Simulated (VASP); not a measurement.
Here is a VASP 6.6.1 calculation.

The input INCAR:

```
  ALGO = Normal
  EDIFF = 1E-7
  EDIFFG = -0.002
  ENCUT = 500
  GGA = CA
  GGA_COMPAT = F
  IBRION = 2
  ISIF = 3
  ISMEAR = -1
  LASPH = T
  LCHARG = F
  LREAL = F
  LWAVE = F
  NELM = 120
  NELMIN = 4
  NSW = 100
  PREC = Accurate
  SIGMA = 0.05
```

KPOINTS

```
k-points
0
Gamma
  10 10 10
```

POSCAR

```
CsCl
1.0
    4.1230000000      0.0000000000      0.0000000000
    0.0000000000      4.1230000000      0.0000000000
    0.0000000000      0.0000000000      4.1230000000
Cs Cl
1 1
Direct
    0.0000000000      0.0000000000      0.0000000000
    0.5000000000      0.5000000000      0.5000000000
```

Potentials or basis: VASP PAW LDA potentials, release 64 (Cs_sv, Cl).

The run is started by

```bash
$ cat potpaw_LDA.64/Cs_sv/POTCAR potpaw_LDA.64/Cl/POTCAR > POTCAR
$ mpirun -np 1 vasp_std > vasp.out
```

Task: Predict the space group after relaxing (to 0.1 Å).

Result: Pm-3m (No. 221).

Task: Predict the relaxed cell.

Result: a = 3.976 Å, b = 3.976 Å, c = 3.976 Å, α = 90.00°, β = 90.00°, γ = 90.00°.

Task: What does it give for the band gap on the k mesh?

Result: 4.97 eV.

Task: What does it give for the relaxed volume?

Result: 31.42 Å³/atom.

Final structure:
```yaml
crystal:
  lattice:
    - [3.97565, 0.00000, 0.00000]
    - [0.00000, 3.97565, 0.00000]
    - [0.00000, 0.00000, 3.97565]
  atoms:
    - { symbol: Cs, position: [0.00000, 0.00000, 0.00000] }
    - { symbol: Cl, position: [0.50000, 0.50000, 0.50000] }
```

Caveat: spin-orbit coupling is left out, which moves the levels of the heavy elements. A k mesh can miss the band edges.
